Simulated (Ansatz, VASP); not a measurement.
One calculation of ZrN, two programs

```xyz
2
Lattice="0.0000 2.1544 2.1544 2.1544 0.0000 2.1544 2.1544 2.1544 0.0000" Properties=species:S:1:pos:R:3 pbc="T T T"
Zr    0.0000    0.0000    0.0000
N     2.1544    2.1544    2.1544
```

Alike in both runs: task relaxation of cell and atoms; functional r2SCAN; k mesh 15 × 15 × 15; occupations fermi-dirac, width 0.05 eV; no spin polarisation.

```csv
,VASP,Ansatz
version,VASP 6.6.1,Ansatz 0.2.0
potentials or method,"VASP PAW PBE potentials, release 64 (Zr_sv, N)","PAW with Ansatz's default frozen-core files, scalar-relativistic"
plane-wave cutoff (eV),660,500
valence electrons in the cell,17,17
```

Ansatz gave:

```
relaxed volume (Å³/atom)                                     : 12.06
relaxed cell length with the largest relative difference (Å) : 3.243
```

Q: Estimate VASP's values.

A: Relaxed volume (Å³/atom): 12.07; relaxed cell length with the largest relative difference (Å): 3.244.

VASP's potentials were made for PBE, not for r2SCAN.

Noted on VASP's run: the volume moved by over 15 % at a fixed basis, so the end points are rough.
